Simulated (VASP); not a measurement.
Wanted: the native input for a VASP 6.6.1 run.

| Item | Value |
| --- | --- |
| Task | single point |
| Functional | PBE |
| Potentials or basis | VASP PAW PBE potentials, release 64 (Ag, Cl) |
| Cutoff | 520 eV |
| k mesh | 6 × 6 × 4 |
| Occupations | fermi-dirac, width 0.02 eV |
| Spin | no spin polarisation |
| Dipole correction | no |
| Further INCAR settings | ALGO = Normal; EDIFF = 1e-07; NBANDS = 26 |

The structure of AgCl lies in POSCAR:

```
AgCl
1.0
    4.5183985972     -0.0108441567      0.0000000000
   -2.2685906137      3.9184700479      0.0000000000
    0.0000000000      0.0000000000      5.7230261441
Ag Cl
2 2
Direct
    0.3335898028      0.6666586154      0.2500000000
    0.6664101972      0.3333413846      0.7500000000
    0.6653618388      0.3333183723      0.2500000000
    0.3346381612      0.6666816277      0.7500000000
```

This cell differs from its parent crystal: shear xy strain -0.5%.

These files were run (other wordings do the same):

INCAR

```
  ALGO = Normal
  EDIFF = 1E-7
  ENCUT = 520
  GGA = PE
  ISIF = 2
  ISMEAR = -1
  LASPH = T
  LCHARG = T
  LELF = T
  LREAL = F
  LVHAR = T
  LWAVE = F
  NBANDS = 26
  NELM = 100
  PREC = Accurate
  SIGMA = 0.02
```

KPOINTS

```
k-points
0
Gamma
  6 6 4
```

Potentials or basis: VASP PAW PBE potentials, release 64 (Ag, Cl).

Launch:

```sh
$ cat potpaw_PBE.64/Ag/POTCAR potpaw_PBE.64/Cl/POTCAR > POTCAR
$ mpirun -np 1 vasp_std > vasp.out
```

It gave:

| Quantity | Value |
| --- | --- |
| Pressure | 1.1 GPa |
| Band gap on the k mesh | 1.36 eV (least direct gap 1.38 eV) |

Caveat: the cell differs from its parent crystal (shear xy strain -0.5%).

Run time: 2 min on 1 thread of Intel(R) Xeon(R) 6975P-C (Granite Rapids), on a shared host, peak memory 0.3 GiB.
